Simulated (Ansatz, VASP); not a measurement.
# HfO2: VASP beside Ansatz

File POSCAR:

```
HfO2
1.0
    5.0803194000      0.0000000000      0.0000000000
    0.0000000000      5.1648674500      0.0000000000
    0.0000000000      0.0000000000      4.8908836500
Hf O
4 8
Direct
    0.2225908200      0.7817995800      0.2720679400
    0.7225908200      0.7182004200      0.7279320600
    0.7774091800      0.2182004200      0.2720679400
    0.2774091800      0.2817995800      0.7279320600
    0.1868153200      0.1636487800      0.1045346200
    0.6868153200      0.3363512200      0.8954653800
    0.8131846800      0.8363512200      0.1045346200
    0.3131846800      0.6636487800      0.8954653800
    0.0000000000      0.5000000000      0.4890544500
    0.5000000000      0.0000000000      0.5109455500
    0.0000000000      0.0000000000      0.5756249900
    0.5000000000      0.5000000000      0.4243750100
```

File INCAR.step1:

```
SYSTEM = HfO2
  PREC = Accurate
  ENCUT = 520
  ISMEAR = -1
  SIGMA = 0.05
  LREAL = .FALSE.
  LASPH = .TRUE.
  NELM = 100
  NBANDS = 56
  GGA = PE
  ALGO = Normal
  EDIFF = 1E-4
  LWAVE = .TRUE.
  LCHARG = .FALSE.
```

Contents of INCAR.step2:

```
SYSTEM = HfO2
  PREC = Accurate
  ENCUT = 520
  EDIFF = 1E-7
  ISMEAR = -1
  SIGMA = 0.05
  LREAL = .FALSE.
  LASPH = .TRUE.
  NELM = 100
  ALGO = Normal
  ISIF = 2
  LWAVE = .FALSE.
  LCHARG = .FALSE.
  METAGGA = R2SCAN
  LMIXTAU = .TRUE.
  NBANDS = 56
  ISTART = 1
```

File KPOINTS:

```
Automatic mesh
0
G
  5 5 6
  0 0 0
```

The input input.yaml:

```yaml
crystal:
  lattice:
    - [5.0803194, 0.0, 0.0]
    - [0.0, 5.16486745, 0.0]
    - [0.0, 0.0, 4.89088365]
  atoms:
    - { symbol: Hf, position: [0.22259082, 0.78179958, 0.27206794] }
    - { symbol: Hf, position: [0.72259082, 0.71820042, 0.72793206] }
    - { symbol: Hf, position: [0.77740918, 0.21820042, 0.27206794] }
    - { symbol: Hf, position: [0.27740918, 0.28179958, 0.72793206] }
    - { symbol: O, position: [0.18681532, 0.16364878, 0.10453462] }
    - { symbol: O, position: [0.68681532, 0.33635122, 0.89546538] }
    - { symbol: O, position: [0.81318468, 0.83635122, 0.10453462] }
    - { symbol: O, position: [0.31318468, 0.66364878, 0.89546538] }
    - { symbol: O, position: [0.0, 0.5, 0.48905445] }
    - { symbol: O, position: [0.5, 0.0, 0.51094555] }
    - { symbol: O, position: [0.0, 0.0, 0.57562499] }
    - { symbol: O, position: [0.5, 0.5, 0.42437501] }
hamiltonian:
  xc: r2scan
  pseudopotentials: { kind: paw }
kpoints:
  mp_grid: { grid: [5, 5, 6] }
  band_path:
    path:
      - [[0.0, 0.0, 0.0], [0.0, 0.0, 0.5], [0.5, 0.0, 0.5], [0.5, 0.0, 0.0], [0.0, 0.0, 0.0], [0.0, 0.5, 0.0], [0.0, 0.5, 0.5], [0.5, 0.5, 0.5], [0.5, 0.5, 0.0], [0.0, 0.5, 0.0]]
      - [[0.5, 0.0, 0.0], [0.5, 0.5, 0.0]]
      - [[0.0, 0.5, 0.5], [0.0, 0.0, 0.5]]
      - [[0.5, 0.0, 0.5], [0.5, 0.5, 0.5]]
    npoints: 10
scf:
  occupations: { method: fermi_dirac, width: 0.05 }
  n_extra_bands: 30
output:
  forces: true
  stress: true
  eigenvalues: true
  fatbands: true
  write_density: true
  write_potential: true
  elf: true
  volumetric_format: npy
```

Alike in both runs: functional r2SCAN; k mesh 5 × 5 × 6; occupations fermi-dirac, width 0.05 eV; no spin polarisation.

|  | VASP | Ansatz |
| --- | --- | --- |
| version | VASP 6.6.1 | Ansatz 0.2.0 |
| potentials or method | VASP PAW PBE potentials, release 64 (Hf_pv, O) | Ansatz PAW |
| plane-wave cutoff (eV) | 520 | 500 |
| valence electrons in the cell | 88 | 152 |
| task | single point | band structure |

VASP gave:

* gap on the k mesh at the Fermi level (eV): 4.35
* least direct gap on the mesh (eV): 4.35
* pressure (GPa): 0.3
* traceless stress, the component that is largest in VASP (GPa): -0.02
* rms of the force components (eV/Å): 0.007

**Question.** Which values does Ansatz return?

**Answer.** gap on the k mesh at the Fermi level (eV): 4.38; least direct gap on the mesh (eV): 4.38; pressure (GPa): 4.0; traceless stress, the component that is largest in VASP (GPa): -0.29; rms of the force components (eV/Å): 0.042.

VASP's potentials were made for PBE, not for r2SCAN. Atom by atom the forces differ by 0.044 eV/Å (rms over components). VASP's potentials hold 88 valence electrons a cell and Ansatz's 152, so a difference there can come from the potentials and not from the codes.

Spin-orbit coupling is off throughout.
